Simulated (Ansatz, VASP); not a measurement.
Two plane-wave programs on W

```
W
1.0
     0.00000    2.10468    1.71300
     2.10468    0.00000    1.71300
     2.10468    2.10468    0.00000
W
1
Cartesian
  0.0000 0.0000 0.0000
```

Alike in both runs: task single point; functional LDA; k mesh 22 × 22 × 22; occupations gaussian, width 0.15 eV; no spin polarisation.

|  | VASP | Ansatz |
| --- | --- | --- |
| version | VASP 6.6.1 | Ansatz 0.2.0 |
| potentials or method | VASP PAW LDA potentials, release 64 (W_sv), cutoff 520 eV | scalar-relativistic, plane waves, PAW |
| valence electrons in the cell | 14 | 14 |

```tsv
	VASP	Ansatz	Ansatz less VASP
gap on the k mesh at the Fermi level (eV)	none	none	-
pressure (GPa)	10.2	8.2	-2.00
traceless stress, the component that is largest in VASP (GPa)	-23.00	-22.94	+0.062
```

Ansatz warns that its potentials were made for another functional, while VASP's fit it. LDA's correlation is that of Perdew and Zunger in VASP and of Perdew and Wang (1992) in Ansatz. A gap of «none» marks a metal or a gap that the smearing closes.

Neither program's run includes spin-orbit coupling.
